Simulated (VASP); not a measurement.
## InP: vibrations by perturbation theory with LDA

Crystal: InP.

```
In P
1.0
     0.00000    2.76883    2.76883
     2.76883    0.00000    2.76883
     2.76883    2.76883    0.00000
In P
1 1
Direct
  0.00000 0.00000 0.00000
  0.50000 0.50000 0.50000
```

```
Program                : VASP 6.6.1
Task                   : vibrations by perturbation theory
Functional             : LDA
Potentials or basis    : VASP PAW LDA potentials, release 64 (In_d, P)
Cutoff                 : 520 eV
k mesh                 : 6 × 6 × 6
Occupations            : fermi-dirac, width 0.05 eV
Spin                   : no spin polarisation
Dipole correction      : no
Further INCAR settings : ALGO = Normal; EDIFF = 1e-08; NBANDS = 16; IBRION = 8; NSW = 1
```

```json
{
 "Highest phonon frequency at Γ, LO-TO splitting left out": "153 cm⁻¹"
}
```

Phonon frequencies in cm⁻¹ (negative: imaginary):
```csv
q point,frequencies
"(0.000, 0.000, 0.000)",0 0 0 153 153 153
```

Wall time 66 s on 1 thread of Intel(R) Xeon(R) Platinum 8488C (Sapphire Rapids) (shared host), peak memory 0.2 GiB.

Caveat: the cell stands under pressure or tension, which shifts response properties.
